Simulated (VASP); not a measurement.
# Bi: single point with PBE

Crystal: Bi.

```
CELL_PARAMETERS angstrom
3.52518 0.00000 0.00000
-1.76259 3.05290 0.00000
0.00000 0.00000 11.78918
ATOMIC_POSITIONS crystal
Bi 0.00000 0.00000 0.00000
Bi 0.00000 0.00000 0.50000
Bi 0.33333 0.66667 0.25000
Bi 0.66667 0.33333 0.75000
```

This isn't the form of Bi at room conditions, which is rhombohedral.

```json
{"Program": "VASP 6.6.1", "Task": "single point", "Functional": "PBE", "Potentials or basis": "VASP PAW PBE potentials, release 64 (Bi_d)", "Cutoff": "520 eV", "k mesh": "12 × 12 × 3", "Occupations": "fermi-dirac, width 0.1 eV", "Spin": "no spin polarisation"}
```

- Pressure: -0.2 GPa
- Band gap on the k mesh: zero (bands 30 and 31 overlap by 6.08 eV)

Stress tensor (GPa, compression positive):
```
-0.23  0.00  0.00
 0.00 -0.23  0.00
 0.00  0.00  0.00
```

Levels at points of the mesh, in eV from the Fermi level:
```
           k point  band 27  band 28  band 29  band 30  band 31  band 32  band 33  band 34
(0.00, 0.00, 0.00)    -1.29     3.51     3.51     4.16     4.16     4.17     4.17     4.54
(0.50, 0.00, 0.00)    -3.84    -3.42    -1.44    -0.74     0.53     1.41     1.62     1.63
```

It took 2 min on 1 thread of Intel(R) Xeon(R) Platinum 8259CL CPU @ 2.50GHz (Skylake/Cascade Lake), with other jobs on the host, peak memory 0.31 GiB.

Caveat: spin-orbit coupling is left out, which moves the levels of the heavy elements.
